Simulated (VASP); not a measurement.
Zr3H:

```xyz
4
Lattice="-2.5079 2.5079 2.5079 2.5079 -2.5079 2.5079 2.5079 2.5079 -2.5079" Properties=species:S:1:pos:R:3 pbc="T T T"
Zr    2.5079    0.0000    0.0000
Zr    0.0000    2.5079    0.0000
Zr    0.0000    0.0000    2.5079
H     0.0000    0.0000    0.0000
```

- Program: VASP 6.6.1
- Task: relaxation of cell and atoms
- Functional: PBE
- Potentials or basis: VASP PAW PBE potentials, release 64 (Zr_sv, H)
- Cutoff: 600 eV
- k mesh: 6 × 6 × 6
- Occupations: gaussian, width 0.1 eV
- Spin: no spin polarisation

At the start: pressure 23.1 GPa; volume 15.77 Å³/atom.

Q: How do energy, volume and symmetry change on relaxing?

A: Over 3 steps the energy falls by 231.1 meV/atom and the volume is 19.57 Å³/atom (+24.1 %); space group Im-3m (No. 229, to 0.05 Å).

Step by step:
| step | energy change (eV) | largest force (eV/Å) | pressure (GPa) | volume (Å³) |
| --- | --- | --- | --- | --- |
| 1 | 0.0000 | 0.0000 | 23.06 | 63.09 |
| 2 | -0.7831 | 0.0000 | -5.55 | 86.18 |
| 3 | -0.9243 | 0.0000 | 0.23 | 78.28 |

Final structure:
```yaml
crystal:
  lattice:
    - [-2.69486, 2.69486, 2.69486]
    - [2.69486, -2.69486, 2.69486]
    - [2.69486, 2.69486, -2.69486]
  atoms:
    - { symbol: Zr, position: [0.00000, 0.50000, 0.50000] }
    - { symbol: Zr, position: [0.50000, 0.00000, 0.50000] }
    - { symbol: Zr, position: [0.50000, 0.50000, 0.00000] }
    - { symbol: H, position: [0.00000, 0.00000, 0.00000] }
```

Caveat: the volume moved by over 15 % at a fixed basis, so the end points are rough.
